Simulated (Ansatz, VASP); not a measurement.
# AlAs in VASP and in Ansatz

```
Al As
1.0
     0.00000    2.83720    2.83720
     2.83720    0.00000    2.83720
     2.83720    2.83720    0.00000
Al As
1 1
Direct
  0.00000 0.00000 0.00000
  0.25000 0.25000 0.25000
```

Alike in both runs: functional PBEsol; k mesh 8 × 8 × 8; occupations gaussian, width 0.02 eV; no spin polarisation.

Ansatz relaxed the structure, and its values are those at the end. VASP's run is a single point on that final structure, the one shown.

```csv
,VASP,Ansatz
version,VASP 6.6.1,Ansatz 0.2.0
potentials or method,"VASP PAW PBE potentials, release 64 (Al, As), cutoff 500 eV","scalar-relativistic, plane waves, PAW"
valence electrons in the cell,8,18
```

Ansatz gave:

```
gap on the k mesh at the Fermi level (eV) : 1.34
least direct gap on the mesh (eV)         : 1.91
pressure (GPa)                            : 0.0
```

**Question.** Estimate VASP's values.

**Answer.** gap on the k mesh at the Fermi level (eV): 1.33; least direct gap on the mesh (eV): 1.92; pressure (GPa): 0.3.

VASP's potentials were made for PBE, not for PBEsol, and Ansatz warns of the same on its side. With one functional, cell and mesh, what is left measures potentials, basis and numerics. VASP's potentials hold 8 valence electrons a cell and Ansatz's 18, so a difference there can come from the potentials and not from the codes.
